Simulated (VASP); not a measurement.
# Zr3MoC (Pm-3m) in VASP: notebook

Runs on Zr3MoC. Level: PBE. Tasks: single point, relaxation of cell and atoms.

All numbers are computed with VASP 6.6.1; they aren't measurements. Logs are shortened: lines on timing, memory, paths and dates and some standing lists are left out, and cuts for length are marked.

## 1. The cell of the first run

The structure is cubic, space group Pm-3m (No. 221). Conventional cell: a = 4.340 Å, b = 4.340 Å, c = 4.340 Å, α = 90.00°, β = 90.00°, γ = 90.00°. Zr (site symmetry 4/mmm) has 2 Mo at 2.17 Å within 2.9 Å. Within 2.9 Å of Mo (site symmetry m-3m) lie 6 Zr at 2.17 Å. Within 4.0 Å of C (site symmetry m-3m) lie 12 Zr at 3.07 Å and 8 Mo at 3.76 Å.

## 2. Single point, PBE

INCAR

```
SYSTEM = Zr3MoC
PREC = Accurate ; ENCUT = 520
EDIFF = 1E-7 ; ISMEAR = 0
SIGMA = 0.1 ; LREAL = .FALSE.
LASPH = .TRUE. ; NELM = 60
ALGO = Normal ; ISIF = 2
LWAVE = .FALSE. ; LCHARG = .FALSE.
GGA = PE ; NBANDS = 35
```

KPOINTS

```
Automatic mesh
0
G
  4 4 4
  0 0 0
```

POSCAR

```
Zr3MoC
1.0
    4.3403661600      0.0000000000      0.0000000000
    0.0000000000      4.3403661600      0.0000000000
    0.0000000000      0.0000000000      4.3403661600
Zr Mo C
3 1 1
Direct
    0.5000000000      0.0000000000      0.0000000000
    0.0000000000      0.5000000000      0.0000000000
    0.0000000000      0.0000000000      0.5000000000
    0.0000000000      0.0000000000      0.0000000000
    0.5000000000      0.5000000000      0.5000000000
```

Potentials or basis: VASP PAW PBE potentials, release 64 (Zr_sv, Mo_sv, C).

Started as:

```
$ cat potpaw_PBE.64/Zr_sv/POTCAR potpaw_PBE.64/Mo_sv/POTCAR potpaw_PBE.64/C/POTCAR > POTCAR
$ mpirun -np 1 vasp_std > vasp.out
```

OUTCAR:

```text
SYSTEM = Zr3MoC
   PREC = Accurate
   ENCUT = 520
   EDIFF = 1E-7
   ISMEAR = 0
   LREAL = .FALSE.
   LASPH = .TRUE.
   NELM = 60
   ISIF = 2
   GGA = PE

 ion  position               nearest neighbor table
   1  0.500  0.000  0.000-   4 2.17   4 2.17   2 3.07   3 3.07   2 3.07   2 3.07   3 3.07   3 3.07
                             3 3.07   2 3.07
   2  0.000  0.500  0.000-   4 2.17   4 2.17   1 3.07   3 3.07   1 3.07   3 3.07   3 3.07   3 3.07
                             1 3.07   1 3.07
   3  0.000  0.000  0.500-   4 2.17   4 2.17   1 3.07   1 3.07   2 3.07   2 3.07   2 3.07   2 3.07
                             1 3.07   1 3.07
   4  0.000  0.000  0.000-   1 2.17   2 2.17   3 2.17   3 2.17   2 2.17   1 2.17
   5  0.500  0.500  0.500-

  LATTYP: Found a simple cubic cell.
 ALAT       =     4.3403661600

  Lattice vectors:

 A1 = (   4.3403661600,   0.0000000000,   0.0000000000)
 A2 = (   0.0000000000,   4.3403661600,   0.0000000000)
 A3 = (   0.0000000000,   0.0000000000,   4.3403661600)

Analysis of symmetry for initial positions (statically):
=====================================================================
 Subroutine PRICEL returns:
 Original cell was already a primitive cell.

 Routine SETGRP: Setting up the symmetry group for a
 simple cubic supercell.

 Subroutine GETGRP returns: Found 48 space group operations
 (whereof 48 operations were pure point group operations)
 out of a pool of 48 trial point group operations.

The static configuration has the point symmetry O_h .

Analysis of symmetry for dynamics (positions and initial velocities):
=====================================================================
 Subroutine PRICEL returns:
 Original cell was already a primitive cell.

 Routine SETGRP: Setting up the symmetry group for a
 simple cubic supercell.

 Subroutine GETGRP returns: Found 48 space group operations
 (whereof 48 operations were pure point group operations)
 out of a pool of 48 trial point group operations.

The dynamic configuration has the point symmetry O_h .

 Subroutine INISYM returns: Found 48 space group operations
 (whereof 48 operations are pure point group operations),
 and found     1 'primitive' translations

----------------------------------------------------------------------------------------

                                     Primitive cell

  volume of cell :      81.7672

  direct lattice vectors                    reciprocal lattice vectors
     4.340366160  0.000000000  0.000000000     0.230395308  0.000000000  0.000000000
     0.000000000  4.340366160  0.000000000     0.000000000  0.230395308  0.000000000
     0.000000000  0.000000000  4.340366160     0.000000000  0.000000000  0.230395308

  length of vectors
     4.340366160  4.340366160  4.340366160     0.230395308  0.230395308  0.230395308

  position of ions in fractional coordinates (direct lattice)
     0.500000000  0.000000000  0.000000000
     0.000000000  0.500000000  0.000000000
     0.000000000  0.000000000  0.500000000
     0.000000000  0.000000000  0.000000000
     0.500000000  0.500000000  0.500000000

  ion indices of the primitive-cell ions
   primitive index   ion index
                 1           1
                 2           2
                 3           3
                 4           4
                 5           5

----------------------------------------------------------------------------------------

 KPOINTS: Automatic mesh

Automatic generation of k-mesh.
 Grid dimensions read from file:
 generate k-points for:    4    4    4

 Generating k-lattice:

  Cartesian coordinates                     Fractional coordinates (reciprocal lattice)
     0.057598827  0.000000000  0.000000000     0.250000000  0.000000000  0.000000000
     0.000000000  0.057598827  0.000000000     0.000000000  0.250000000  0.000000000
     0.000000000  0.000000000  0.057598827     0.000000000  0.000000000  0.250000000

  Length of vectors
     0.057598827  0.057598827  0.057598827

  Shift w.r.t. Gamma in fractional coordinates (k-lattice)
     0.000000000  0.000000000  0.000000000

 Subroutine IBZKPT returns following result:
 ===========================================

 Found     10 irreducible k-points:

 Following reciprocal coordinates:
            Coordinates               Weight
  0.000000  0.000000  0.000000      1.000000
  0.250000  0.000000  0.000000      6.000000
  0.500000  0.000000  0.000000      3.000000
  0.250000  0.250000  0.000000     12.000000
  0.500000  0.250000  0.000000     12.000000
  0.500000  0.500000  0.000000      3.000000
  0.250000  0.250000  0.250000      8.000000
  0.500000  0.250000  0.250000     12.000000
  0.500000  0.500000  0.250000      6.000000
  0.500000  0.500000  0.500000      1.000000
   k-points           NKPTS =     10   k-points in BZ     NKDIM =     10   number of bands    NBANDS=     35
   number of dos      NEDOS =    301   number of ions     NIONS =      5
   total plane-waves  NPLWV =  32768
   dimension x,y,z NGX =    32 NGY =   32 NGZ =   32
   dimension x,y,z NGXF=    64 NGYF=   64 NGZF=   64
   ions per type =               3   1   1
   NGX,Y,Z   is equivalent  to a cutoff of  12.26, 12.26, 12.26 a.u.
   NGXF,Y,Z  is equivalent  to a cutoff of  24.51, 24.51, 24.51 a.u.
 SYSTEM =  Zr3MoC
   PREC   = accura    normal or accurate (medium, high low for compatibility)
   ISTART =      0    job   : 0-new  1-cont  2-samecut
   ICHARG =      2    charge: 1-file 2-atom 10-const
   ISPIN  =      1    spin polarized calculation?
   LNONCOLLINEAR =      F non collinear calculations
   LSORBIT =      F    spin-orbit coupling
   LASPH  =      T    aspherical Exc in radial PAW
   ENCUT  =  520.0 eV  38.22 Ry    6.18 a.u.   8.07  8.07  8.07*2*pi/ulx,y,z
   NELM   =     60;   NELMIN=  2; NELMDL= -5     # of ELM steps
   EDIFF  = 0.1E-06   stopping-criterion for ELM
   LREAL  =      F    real-space projection
   EDIFFG = 0.1E-05   stopping-criterion for IOM
   NSW    =      0    number of steps for IOM
   IBRION =     -1    ionic relax: 0-MD 1-quasi-New 2-CG
   NFREE  =      0    steps in history (QN), initial steepest desc. (CG)
   ISIF   =      2    stress and relaxation
   ISYM   =      2    0-nonsym 1-usesym 2-fastsym
   POTIM  = 0.5000    time-step for ionic-motion
   TEBEG  =    0.0;   TEEND  =   0.0 temperature during run
   PSTRESS=    0.0 pullay stress
   NELECT =      54.0000    total number of electrons
   NUPDOWN=      -1.0000    fix difference up-down
   EMIN   =  10.00;   EMAX   =-10.00  energy-range for DOS
   EFERMI =   0.00;   METHOD = LEGACY
   ISMEAR =     0;   SIGMA  =   0.10  broadening in eV -4-tet -1-fermi 0-gaus
   EFERMI_NEDOS =   21; number of points for ismear=-14 and -15
   IALGO  =     38    algorithm
   IMIX   =      4    mixing-type and parameters
     AMIX     =   0.40;   BMIX     =  1.00
     AMIX_MAG =   1.60;   BMIX_MAG =  1.00
  volume/ion in A,a.u.               =      16.35       110.36
  Fermi-wavevector in a.u.,A,eV,Ry     =   1.425650  2.694089 27.653558  2.032479
  Thomas-Fermi vector in A             =   2.546012
   LORBIT       =      0    0 simple, 1 ext, 2 COOP (PROOUT), +10 PAW based schemes
   GGA     = PE    functional components
   LHFCALC =     F    Hartree Fock is set to
   AEXX    =    0.0000 exact exchange contribution
   IVDW    =     0    specifies the selected vdW correction
   LEPSILON=     F    determine dielectric tensor
   LRPA    =     F    only Hartree local field effects (RPA)
 non-spin polarized calculation
 Gauss-broadening in eV      SIGMA  =   0.10
  energy-cutoff  :      520.00
  volume of cell :       81.77
 maximum number of plane-waves:      2272
   NGX = 17   NGY = 17   NGZ = 17

 number of electron      53.9999994 magnetization

 Free energy of the ion-electron system (eV)
  ---------------------------------------------------
  ext. energy  EPLUGINS =         0.00000000
  ---------------------------------------------------
  free energy    TOTEN  =       -31.24529016 eV

  energy without entropy =      -31.23263442  energy(sigma->0) =      -31.23896229

 E-fermi :  10.6044     XC(G=0): -11.8911

 val. band max:       10.4915463999   @ k =   0.2500   0.2500   0.0000
 cond. band min:      10.6142897660   @ k =   0.5000   0.0000   0.0000
 fundamental gap:      0.1227433661
 Fermi energy:        10.6044114098

 k-point     1 :       0.0000    0.0000    0.0000
  band No.  band energies     occupation
      1     -50.0099      2.00000
      2     -37.9594      2.00000
      3     -37.9482      2.00000
      4     -37.9482      2.00000
      5     -25.5902      2.00000
      6     -25.5902      2.00000
[... 27 lines left out ...]
     34      16.1931      0.00000
     35      16.1932      0.00000

 k-point     2 :       0.2500    0.0000    0.0000
  band No.  band energies     occupation
      1     -50.0022      2.00000
      2     -38.0494      2.00000
      3     -37.9551      2.00000
      4     -37.9478      2.00000
      5     -25.5819      2.00000
      6     -25.5819      2.00000
[... 27 lines left out ...]
     34      13.9313      0.00000
     35      15.0672      0.00000

 k-point     3 :       0.5000    0.0000    0.0000
  band No.  band energies     occupation
      1     -49.9944      2.00000
      2     -38.1437      2.00000
      3     -37.9548      2.00000
      4     -37.9474      2.00000
      5     -25.5735      2.00000
      6     -25.5735      2.00000
[... 27 lines left out ...]
     34      14.3381      0.00000
     35      14.6920      0.00000
[... 191 lines left out ...]
 k-point     9 :       0.5000    0.5000    0.2500
  band No.  band energies     occupation
      1     -49.9713      2.00000
      2     -38.1419      2.00000
      3     -38.1419      2.00000
      4     -38.0473      2.00000
      5     -25.0182      2.00000
      6     -24.3994      2.00000
[... 27 lines left out ...]
     34      13.9638      0.00000
     35      13.9730      0.00000

 k-point    10 :       0.5000    0.5000    0.5000
  band No.  band energies     occupation
      1     -49.9636      2.00000
      2     -38.1413      2.00000
      3     -38.1413      2.00000
      4     -38.1413      2.00000
      5     -24.3910      2.00000
      6     -24.3910      2.00000
[... 27 lines left out ...]
     34      13.6657      0.00000
     35      13.6657      0.00000

------------------------ aborting loop because EDIFF is reached ----------------------------------------

  FORCE on cell =-STRESS in cart. coord.  units (eV):
  Direction    XX          YY          ZZ          XY          YZ          ZX
  --------------------------------------------------------------------------------------
  -------------------------------------------------------------------------------------
  Total       32.9118096     32.9118096     32.9118096      0.0000000      0.0000000     -0.0000000
  in kB      644.8864300    644.8864300    644.8864300      0.0000000      0.0000000     -0.0000000
  external PRESSURE =     644.8864300 kB  Pullay stress =       0.0000000 kB

 VOLUME and BASIS-vectors are now :
 -----------------------------------------------------------------------------
  energy-cutoff  :      520.00
  volume of cell :       81.77
      direct lattice vectors                 reciprocal lattice vectors
     4.340366160  0.000000000  0.000000000     0.230395308  0.000000000  0.000000000
     0.000000000  4.340366160  0.000000000     0.000000000  0.230395308  0.000000000
     0.000000000  0.000000000  4.340366160     0.000000000  0.000000000  0.230395308

 POSITION                                       TOTAL-FORCE (eV/Angst)
 -----------------------------------------------------------------------------------
      2.17018      0.00000      0.00000         0.000000      0.000000      0.000000
      0.00000      2.17018      0.00000         0.000000      0.000000      0.000000
      0.00000      0.00000      2.17018         0.000000      0.000000      0.000000
      0.00000      0.00000      0.00000         0.000000      0.000000      0.000000
      2.17018      2.17018      2.17018         0.000000      0.000000      0.000000
 -----------------------------------------------------------------------------------
    total drift:                                0.000000      0.000000     -0.000000

  FREE ENERGIE OF THE ION-ELECTRON SYSTEM (eV)
  ---------------------------------------------------
  free  energy   TOTEN  =       -31.2452901599 eV

  energy  without entropy=      -31.2326344247  energy(sigma->0) =      -31.23896229
```

It took 49 s on 1 thread of AMD EPYC 7R43 (Zen 3), shared host; peak memory 0.15 GiB.

Results:

```yaml
Free_energy: -31.2453 eV
Pressure: 64.5 GPa
Band_gap_on_the_k_mesh: zero (band 27 reaches 10.86 eV, above the bottom of band 28 at 9.69 eV)
```

Caveat: the k points lie up to 0.36 Å⁻¹ apart.

## 3. Single point, PBE

This run uses another cell than the first one, of 24.15 Å³/atom, 1.477 times its volume.

INCAR

```
ALGO = Normal
EDIFF = 1E-6
ENCUT = 520
GGA = PE
ISIF = 2
ISMEAR = 0
LASPH = T
LCHARG = F
LREAL = F
LWAVE = F
NBANDS = 35
NELM = 100
PREC = Accurate
SIGMA = 0.1
```

KPOINTS

```
k-points
0
Gamma
  8 8 8
```

POSCAR, as its differences from that of step 2:

```diff
@@ -2,5 +2,5 @@
 1.0
-    4.3403661600      0.0000000000      0.0000000000
-    0.0000000000      4.3403661600      0.0000000000
-    0.0000000000      0.0000000000      4.3403661600
+    4.9425091053      0.0000000000      0.0000000000
+    0.0000000000      4.9425091053      0.0000000000
+    0.0000000000      0.0000000000      4.9425091053
 Zr Mo C
```

Potentials or basis: VASP PAW PBE potentials, release 64 (Zr_sv, Mo_sv, C).

Started as:

```
$ cat potpaw_PBE.64/Zr_sv/POTCAR potpaw_PBE.64/Mo_sv/POTCAR potpaw_PBE.64/C/POTCAR > POTCAR
$ mpirun -np 1 vasp_std > vasp.out
```

Run time: 2.7 min. Hardware: 1 thread of Intel Xeon Platinum 8259CL at 2.50GHz (Skylake/Cascade Lake), shared host; peak memory 0.32 GiB.

It converged, with:

```yaml
Free_energy: -36.3559 eV
Pressure: 0.2 GPa
Band_gap_on_the_k_mesh: zero (band 27 reaches 6.57 eV, above the bottom of band 28 at 5.76 eV)
```

Levels at points of the mesh, in eV from the Fermi level:
| k point | band 23 | band 24 | band 25 | band 26 | band 27 | band 28 | band 29 | band 30 | band 31 | band 32 |
| --- | --- | --- | --- | --- | --- | --- | --- | --- | --- | --- |
| (0.00, 0.00, 0.00) | -3.11 | -0.85 | -0.85 | -0.48 | -0.45 | -0.45 | -0.45 | 1.78 | 1.78 | 1.78 |
| (0.50, 0.00, 0.00) | -2.05 | -0.44 | -0.31 | -0.31 | -0.05 | 0.12 | 0.12 | 0.19 | 1.34 | 1.52 |
| (0.50, 0.50, 0.00) | -1.33 | -1.29 | -0.57 | -0.28 | -0.28 | -0.19 | 0.29 | 1.45 | 1.45 | 1.69 |
| (0.50, 0.50, 0.50) | -1.83 | 0.07 | 0.07 | 0.07 | 0.19 | 0.35 | 0.35 | 0.35 | 0.59 | 0.59 |

(Part 1 of 2 ends here.)
